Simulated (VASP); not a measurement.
Write the native input for VASP 6.6.1 that does the following.

- Task: single point
- Functional: LDA
- Potentials or basis: VASP PAW LDA potentials, release 64 (Au)
- Cutoff: 520 eV
- k mesh: 17 × 17 × 17
- Occupations: fermi-dirac, width 0.1 eV
- Spin: no spin polarisation
- Dipole correction: no
- Further INCAR settings: ALGO = Normal; EDIFF = 1e-06; NBANDS = 12

The structure of Au lies in POSCAR:

```
Au
1.0
   -1.5231406768      1.5231406768      1.5231406768
    1.5231406768     -1.5231406768      1.5231406768
    1.5231406768      1.5231406768     -1.5231406768
Au
1
Direct
    0.0000000000      0.0000000000      0.0000000000
```

This cell differs from its parent crystal: volume scaled by 0.85.

The input as run:

INCAR

```
SYSTEM = Au
ALGO = Normal
EDIFF = 1E-6
ENCUT = 520
GGA = CA
ISIF = 2
ISMEAR = -1
LASPH = .True.
LCHARG = .True.
LELF = .True.
LREAL = .False.
LVHAR = .True.
LWAVE = .False.
NBANDS = 12
NELM = 100
PREC = Accurate
SIGMA = 0.1
```

KPOINTS

```
k-points
0
Gamma
  17 17 17
  0 0 0
```

Potentials or basis: VASP PAW LDA potentials, release 64 (Au).

Command:

```bash
$ cat potpaw_LDA.64/Au/POTCAR > POTCAR
$ mpirun -np 1 vasp_std > vasp.out
```

Results of the run:

```
Pressure : 50.1 GPa
```

Wall time 11 s on 1 thread of Intel(R) Xeon(R) Platinum 8488C (Sapphire Rapids), with other jobs on the host, peak memory 0.14 GiB.
